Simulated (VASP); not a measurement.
# KCdCO3F (P-6m2) in VASP: single point with LDA

Aim: the single point of KCdCO3F with LDA.

Everything below comes from runs of VASP 6.6.1. Logs are shortened: lines on timing, memory, paths and dates and some standing lists are left out, and cuts for length are marked.

### Step 1. The cell of the first run

It takes space group P-6m2 (No. 187, hexagonal). Conventional cell: a = 4.954 Å, b = 4.954 Å, c = 4.331 Å, α = 90.00°, β = 90.00°, γ = 120.00°. K (site symmetry -6m2) has 6 O at 2.68 Å and 3 F at 2.86 Å and 6 Cd at 3.59 Å and 6 C at 3.59 Å within 3.6 Å. Within 2.9 Å of Cd (site symmetry -6m2) lie 2 F at 2.17 Å and 6 O at 2.48 Å and 3 C at 2.86 Å. C (site symmetry -6m2) has 3 O at 1.28 Å within 1.7 Å. O (site symmetry mm2) has 1 C at 1.28 Å within 1.7 Å. Within 2.9 Å of F (site symmetry -6m2) lie 2 Cd at 2.17 Å and 3 K at 2.86 Å.

### Step 2. Single point, LDA

File INCAR:

```
SYSTEM = KCdCO3F
PREC = Accurate
ENCUT = 700
EDIFF = 1E-6
ISMEAR = 0
SIGMA = 0.02
LREAL = .FALSE.
LASPH = .TRUE.
NELM = 120
ALGO = Normal
ISIF = 2
LWAVE = .FALSE.
LCHARG = .TRUE.
LELF = .TRUE.
LVHAR = .TRUE.
NBANDS = 38
GGA_COMPAT = .FALSE.
```

File KPOINTS:

```
Automatic mesh
0
G
  6 6 6
  0 0 0
```

File POSCAR:

```
KCdCO3F
1.0
    4.9541515019      0.0000000000      0.0000000000
   -2.4770757510      4.2904210548      0.0000000000
    0.0000000000      0.0000000000      4.3307400015
K Cd C O F
1 1 1 3 1
Direct
    0.0000000000      0.0000000000      0.0000000000
    0.6666666667      0.3333333333      0.5000000000
    0.3333333333      0.6666666667      0.5000000000
    0.1843778102      0.3687556203      0.5000000000
    0.1843778102      0.8156221898      0.5000000000
    0.6312443797      0.8156221898      0.5000000000
    0.6666666667      0.3333333333      0.0000000000
```

Potentials or basis: VASP PAW LDA potentials, release 64 (K_sv, Cd_sv_GW, C, O, F).

Launch:

```sh
$ cat potpaw_LDA.64/K_sv/POTCAR potpaw_LDA.64/Cd_sv_GW/POTCAR potpaw_LDA.64/C/POTCAR potpaw_LDA.64/O/POTCAR potpaw_LDA.64/F/POTCAR > POTCAR
$ mpirun -np 1 vasp_std > vasp.out
```

OUTCAR:

```text
SYSTEM = KCdCO3F
   PREC = Accurate
   ENCUT = 700
   EDIFF = 1E-6
   ISMEAR = 0
   LREAL = .FALSE.
   LASPH = .TRUE.
   NELM = 120
   ISIF = 2

 ion  position               nearest neighbor table
   1  0.000  0.000  0.000-   4 2.68   4 2.68   6 2.68   6 2.68   5 2.68   5 2.68
   2  0.667  0.333  0.500-   7 2.17   7 2.17
   3  0.333  0.667  0.500-   5 1.28   4 1.28   6 1.28
   4  0.184  0.369  0.500-   3 1.28   1 2.68   1 2.68
   5  0.184  0.816  0.500-   3 1.28   1 2.68   1 2.68
   6  0.631  0.816  0.500-   3 1.28   1 2.68   1 2.68
   7  0.667  0.333  0.000-   2 2.17   2 2.17

  LATTYP: Found a hexagonal cell.
 ALAT       =     4.9541515019
 C/A-ratio  =     0.8741638199

  Lattice vectors:

 A1 = (   4.9541515019,   0.0000000000,   0.0000000000)
 A2 = (  -2.4770757510,   4.2904210548,   0.0000000000)
 A3 = (   0.0000000000,   0.0000000000,   4.3307400015)

Analysis of symmetry for initial positions (statically):
=====================================================================
 Subroutine PRICEL returns:
 Original cell was already a primitive cell.

 Routine SETGRP: Setting up the symmetry group for a
 hexagonal supercell.

 Subroutine GETGRP returns: Found 12 space group operations
 (whereof 12 operations were pure point group operations)
 out of a pool of 24 trial point group operations.

The static configuration has the point symmetry D_3h.

Analysis of symmetry for dynamics (positions and initial velocities):
=====================================================================
 Subroutine PRICEL returns:
 Original cell was already a primitive cell.

 Routine SETGRP: Setting up the symmetry group for a
 hexagonal supercell.

 Subroutine GETGRP returns: Found 12 space group operations
 (whereof 12 operations were pure point group operations)
 out of a pool of 24 trial point group operations.

The dynamic configuration has the point symmetry D_3h.

 Subroutine INISYM returns: Found 12 space group operations
 (whereof 12 operations are pure point group operations),
 and found     1 'primitive' translations

----------------------------------------------------------------------------------------

                                     Primitive cell

  volume of cell :      92.0516

  direct lattice vectors                    reciprocal lattice vectors
     4.954151502  0.000000000  0.000000000     0.201850912  0.116538679  0.000000000
    -2.477075751  4.290421055  0.000000000     0.000000000  0.233077357  0.000000000
     0.000000000  0.000000000  4.330740001     0.000000000  0.000000000  0.230907420

  length of vectors
     4.954151502  4.954151502  4.330740001     0.233077357  0.233077357  0.230907420

  position of ions in fractional coordinates (direct lattice)
     0.000000000  0.000000000  0.000000000
     0.666666667  0.333333333  0.500000000
     0.333333333  0.666666667  0.500000000
     0.184377810  0.368755620  0.500000000
     0.184377810  0.815622190  0.500000000
     0.631244380  0.815622190  0.500000000
     0.666666667  0.333333333  0.000000000

  ion indices of the primitive-cell ions
   primitive index   ion index
                 1           1
                 2           2
                 3           3
                 4           4
                 5           5
                 6           6
                 7           7

----------------------------------------------------------------------------------------

 KPOINTS: Automatic mesh

Automatic generation of k-mesh.
 Grid dimensions read from file:
 generate k-points for:    6    6    6

 Generating k-lattice:

  Cartesian coordinates                     Fractional coordinates (reciprocal lattice)
     0.033641819  0.019423113  0.000000000     0.166666667  0.000000000  0.000000000
     0.000000000  0.038846226  0.000000000     0.000000000  0.166666667  0.000000000
     0.000000000  0.000000000  0.038484570     0.000000000  0.000000000  0.166666667

  Length of vectors
     0.038846226  0.038846226  0.038484570

  Shift w.r.t. Gamma in fractional coordinates (k-lattice)
     0.000000000  0.000000000  0.000000000

 Subroutine IBZKPT returns following result:
 ===========================================

 Found     28 irreducible k-points:

 Following reciprocal coordinates:
            Coordinates               Weight
  0.000000  0.000000  0.000000      1.000000
  0.166667  0.000000  0.000000      6.000000
  0.333333 -0.000000  0.000000      6.000000
  0.500000  0.000000  0.000000      3.000000
  0.166667  0.166667  0.000000      6.000000
  0.333333  0.166667  0.000000     12.000000
[... 16 lines left out ...]
  0.166667  0.000000  0.500000      6.000000
  0.333333 -0.000000  0.500000      6.000000
 [... further k-points ...]
   k-points           NKPTS =     28   k-points in BZ     NKDIM =     28   number of bands    NBANDS=     38
   number of dos      NEDOS =    301   number of ions     NIONS =      7
   total plane-waves  NPLWV =  92160
   dimension x,y,z NGX =    48 NGY =   48 NGZ =   40
   dimension x,y,z NGXF=    96 NGYF=   96 NGZF=   80
   ions per type =               1   1   1   3   1
   NGX,Y,Z   is equivalent  to a cutoff of  16.11, 16.11, 15.35 a.u.
   NGXF,Y,Z  is equivalent  to a cutoff of  32.21, 32.21, 30.71 a.u.
 SYSTEM =  KCdCO3F
   PREC   = accura    normal or accurate (medium, high low for compatibility)
   ISTART =      0    job   : 0-new  1-cont  2-samecut
   ICHARG =      2    charge: 1-file 2-atom 10-const
   ISPIN  =      1    spin polarized calculation?
   LNONCOLLINEAR =      F non collinear calculations
   LSORBIT =      F    spin-orbit coupling
   LASPH  =      T    aspherical Exc in radial PAW
   ENCUT  =  700.0 eV  51.45 Ry    7.17 a.u.  10.69 10.69  9.34*2*pi/ulx,y,z
   NELM   =    120;   NELMIN=  2; NELMDL= -5     # of ELM steps
   EDIFF  = 0.1E-05   stopping-criterion for ELM
   LREAL  =      F    real-space projection
   EDIFFG = 0.1E-04   stopping-criterion for IOM
   NSW    =      0    number of steps for IOM
   IBRION =     -1    ionic relax: 0-MD 1-quasi-New 2-CG
   NFREE  =      0    steps in history (QN), initial steepest desc. (CG)
   ISIF   =      2    stress and relaxation
   ISYM   =      2    0-nonsym 1-usesym 2-fastsym
   POTIM  = 0.5000    time-step for ionic-motion
   TEBEG  =    0.0;   TEEND  =   0.0 temperature during run
   PSTRESS=    0.0 pullay stress
   NELECT =      58.0000    total number of electrons
   NUPDOWN=      -1.0000    fix difference up-down
   EMIN   =  10.00;   EMAX   =-10.00  energy-range for DOS
   EFERMI =   0.00;   METHOD = LEGACY
   ISMEAR =     0;   SIGMA  =   0.02  broadening in eV -4-tet -1-fermi 0-gaus
   EFERMI_NEDOS =   21; number of points for ismear=-14 and -15
   IALGO  =     38    algorithm
   IMIX   =      4    mixing-type and parameters
     AMIX     =   0.40;   BMIX     =  1.00
     AMIX_MAG =   1.60;   BMIX_MAG =  1.00
  volume/ion in A,a.u.               =      13.15        88.74
  Fermi-wavevector in a.u.,A,eV,Ry     =   1.403483  2.652198 26.800261  1.969764
  Thomas-Fermi vector in A             =   2.526140
   LORBIT       =      0    0 simple, 1 ext, 2 COOP (PROOUT), +10 PAW based schemes
   GGA     = CA    functional components
   LHFCALC =     F    Hartree Fock is set to
   AEXX    =    0.0000 exact exchange contribution
   IVDW    =     0    specifies the selected vdW correction
   LEPSILON=     F    determine dielectric tensor
   LRPA    =     F    only Hartree local field effects (RPA)
 non-spin polarized calculation
 Gauss-broadening in eV      SIGMA  =   0.02
  energy-cutoff  :      700.00
  volume of cell :       92.05
 maximum number of plane-waves:      3919
 NGX is ok and might be reduce to    48
   NGX = 21   NGY = 21   NGZ = 19

 number of electron      58.0000009 magnetization

 Free energy of the ion-electron system (eV)
  ---------------------------------------------------
  ext. energy  EPLUGINS =         0.00000000
  ---------------------------------------------------
  free energy    TOTEN  =       -44.56570959 eV

  energy without entropy =      -44.56570959  energy(sigma->0) =      -44.56570959

 E-fermi :   1.2311     XC(G=0): -10.4749

 val. band max:        0.9840697185   @ k =   0.0000   0.0000   0.5000
 cond. band min:       3.0446662864   @ k =   0.0000   0.0000   0.0000
 fundamental gap:      2.0605965679
 Fermi energy:         1.2310584843

 k-point     1 :       0.0000    0.0000    0.0000
  band No.  band energies     occupation
      1     -98.6099      2.00000
      2     -60.0257      2.00000
      3     -60.0247      2.00000
      4     -60.0247      2.00000
      5     -26.0239      2.00000
      6     -20.9666      2.00000
[... 30 lines left out ...]
     37      11.5480      0.00000
     38      12.5529      0.00000

 k-point     2 :       0.1667    0.0000    0.0000
  band No.  band energies     occupation
      1     -98.6099      2.00000
      2     -60.0257      2.00000
      3     -60.0247      2.00000
      4     -60.0247      2.00000
      5     -26.0219      2.00000
      6     -20.9478      2.00000
[... 30 lines left out ...]
     37      11.5890      0.00000
     38      11.7255      0.00000

 k-point     3 :       0.3333   -0.0000    0.0000
  band No.  band energies     occupation
      1     -98.6099      2.00000
      2     -60.0257      2.00000
      3     -60.0247      2.00000
      4     -60.0247      2.00000
      5     -26.0178      2.00000
      6     -20.9066      2.00000
[... 30 lines left out ...]
     37      11.3868      0.00000
[... 781 lines left out ...]
 k-point    23 :       0.1667    0.0000    0.5000
  band No.  band energies     occupation
      1     -98.6099      2.00000
      2     -60.0260      2.00000
      3     -60.0247      2.00000
      4     -60.0247      2.00000
      5     -26.0065      2.00000
      6     -20.9401      2.00000
[... 30 lines left out ...]
     37      11.4453      0.00000
     38      12.6869      0.00000

 k-point    24 :       0.3333   -0.0000    0.5000
  band No.  band energies     occupation
      1     -98.6098      2.00000
      2     -60.0260      2.00000
      3     -60.0247      2.00000
      4     -60.0247      2.00000
      5     -26.0039      2.00000
      6     -20.8934      2.00000
[... 30 lines left out ...]
     37      11.6620      0.00000
     38      11.9318      0.00000

 [... further k-points ...]

------------------------ aborting loop because EDIFF is reached ----------------------------------------

  FORCE on cell =-STRESS in cart. coord.  units (eV):
  Direction    XX          YY          ZZ          XY          YZ          ZX
  --------------------------------------------------------------------------------------
  -------------------------------------------------------------------------------------
  Total        0.5684244      0.5684244     -0.0380775     -0.0000000      0.0000000      0.0000000
  in kB        9.8935459      9.8935459     -0.6627469     -0.0000000      0.0000000      0.0000000
  external PRESSURE =       6.3747816 kB  Pullay stress =       0.0000000 kB

 VOLUME and BASIS-vectors are now :
 -----------------------------------------------------------------------------
  energy-cutoff  :      700.00
  volume of cell :       92.05
      direct lattice vectors                 reciprocal lattice vectors
     4.954151502  0.000000000  0.000000000     0.201850912  0.116538679  0.000000000
    -2.477075751  4.290421055  0.000000000     0.000000000  0.233077357  0.000000000
     0.000000000  0.000000000  4.330740001     0.000000000  0.000000000  0.230907420

 POSITION                                       TOTAL-FORCE (eV/Angst)
 -----------------------------------------------------------------------------------
      0.00000      0.00000      0.00000         0.000000      0.000000     -0.000000
      2.47708      1.43014      2.16537         0.000000      0.000000     -0.000000
     -0.00000      2.86028      2.16537         0.000000      0.000000     -0.000000
      0.00000      1.58212      2.16537         0.000000     -0.342802      0.000000
     -1.10692      3.49936      2.16537        -0.296875      0.171401     -0.000000
      1.10692      3.49936      2.16537         0.296875      0.171401     -0.000000
      2.47708      1.43014      0.00000         0.000000      0.000000     -0.000000
 -----------------------------------------------------------------------------------
    total drift:                               -0.000004      0.000002      0.000000

  FREE ENERGIE OF THE ION-ELECTRON SYSTEM (eV)
  ---------------------------------------------------
  free  energy   TOTEN  =       -44.5657095928 eV

  energy  without entropy=      -44.5657095928  energy(sigma->0) =      -44.56570959
```

Wall time 2.3 min (1 thread of Intel Xeon Platinum 8488C (Sapphire Rapids), shared host); peak memory 0.36 GiB.

What came out:

```
Free energy            : -44.5657 eV
Pressure               : 0.6 GPa
Largest force          : 0.343 eV/Å
Band gap on the k mesh : 2.06 eV (least direct gap 2.07 eV)
```

Forces on the atoms (eV/Å):
```
K    0.000  0.000  0.000
Cd   0.000  0.000  0.000
C    0.000  0.000  0.000
O    0.000 -0.343  0.000
O   -0.297  0.171  0.000
O    0.297  0.171  0.000
F    0.000  0.000  0.000
```

A k mesh can miss the band edges.
